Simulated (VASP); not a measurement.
SiC:

```
Si C
1.0
     2.50441    0.00000    0.00000
    -1.25220    2.16888    0.00000
     0.00000    0.00000    3.85166
Si C
1 1
Direct
  0.00000 0.00000 0.00000
  0.00000 0.00000 0.50000
```

```yaml
Program: VASP 6.6.1
Task: relaxation of cell and atoms
Functional: PBE
Potentials_or_basis: VASP PAW PBE potentials, release 64 (Si, C)
Cutoff: 600 eV
k_mesh: 24 × 24 × 14
Occupations: gaussian, width 0.1 eV
Spin: no spin polarisation
```

At the start: pressure -0.7 GPa; volume 10.46 Å³/atom.

Q: How do energy, volume and symmetry change on relaxing?

A: Over 5 steps the energy falls by 2.4 meV/atom and the volume is 10.33 Å³/atom (-1.2 %); space group P6/mmm (No. 191, to 0.1 Å) before and after.

The path:
```csv
step,energy change (eV),largest force (eV/Å),pressure (GPa),volume (Å³)
1,0.0000,0.0000,-0.71,20.92
2,-0.0045,0.0000,-0.72,20.78
3,-0.0047,0.0000,-0.68,20.75
4,-0.0047,0.0000,0.65,20.59
5,-0.0048,0.0000,0.01,20.67
```

Final structure:
```
Si C
1.0
     2.47858    0.00000    0.00000
    -1.23929    2.14651    0.00000
     0.00000    0.00000    3.88446
Si C
1 1
Direct
  0.00000 0.00000 0.00000
  0.00000 0.00000 0.50000
```
